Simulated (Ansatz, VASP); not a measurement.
This is a calculation of TaN for Ansatz 0.2.0.

Contents of input.yaml:

```yaml
crystal:
  lattice:
    - [2.9766623284, 0.0, 0.0]
    - [-1.4883311642, 2.5778651949, 0.0]
    - [0.0, 0.0, 2.9209385612]
  atoms:
    - { symbol: Ta, position: [0.0, 0.0, 0.5] }
    - { symbol: "N", position: [0.6666666667, 0.3333333333, 0.0] }
hamiltonian:
  xc: lda
  pseudopotentials: { kind: paw }
kpoints:
  mp_grid: { grid: [10, 10, 9] }
scf:
  occupations: { method: fermi_dirac, width: 0.05 }
output:
  forces: true
  stress: true
  eigenvalues: true
```

Potentials or basis: Ansatz PAW.

Command:

```bash
$ ansatz run input.yaml --threads 2 --pin off --max-ram 5632MiB --backend cpu --events-out ev --progress --plain --runs-dir out
```

Question: Set up the same calculation for VASP 6.6.1. Potentials there: VASP PAW LDA potentials, release 64 (Ta_sv_GW, N).

Answer: As run (the cutoff follows the program's own potentials):

The input INCAR:

```
PREC = Accurate ; ENCUT = 600
EDIFF = 1E-6 ; ISMEAR = -1
SIGMA = 0.05 ; LREAL = F
LASPH = T ; NELM = 120
ALGO = Normal ; ISIF = 2
LWAVE = F ; LCHARG = F
GGA = CA ; NBANDS = 16
GGA_COMPAT = F
```

File KPOINTS:

```
regular mesh
0
Gamma
  10 10 9
```

File POSCAR:

```
TaN
1.0
    2.9766623284      0.0000000000      0.0000000000
   -1.4883311642      2.5778651949      0.0000000000
    0.0000000000      0.0000000000      2.9209385612
Ta N
1 1
Direct
    0.0000000000      0.0000000000      0.5000000000
    0.6666666667      0.3333333333      0.0000000000
```

Potentials or basis: VASP PAW LDA potentials, release 64 (Ta_sv_GW, N).

Run with:

```sh
$ cat potpaw_LDA.64/Ta_sv_GW/POTCAR potpaw_LDA.64/N/POTCAR > POTCAR
$ mpirun -np 1 vasp_std > vasp.out
```

Both were run:

|  | VASP | Ansatz | Ansatz less VASP |
| --- | --- | --- | --- |
| gap on the k mesh at the Fermi level (eV) | none | none | - |
| pressure (GPa) | -22.5 | -23.5 | -0.90 |
| traceless stress, the component that is largest in VASP (GPa) | -1.95 | -2.01 | -0.057 |

LDA's correlation is that of Perdew and Zunger in VASP and of Perdew and Wang (1992) in Ansatz. A gap of «none» marks a metal or a gap that the smearing closes.

Neither program's run includes spin-orbit coupling.
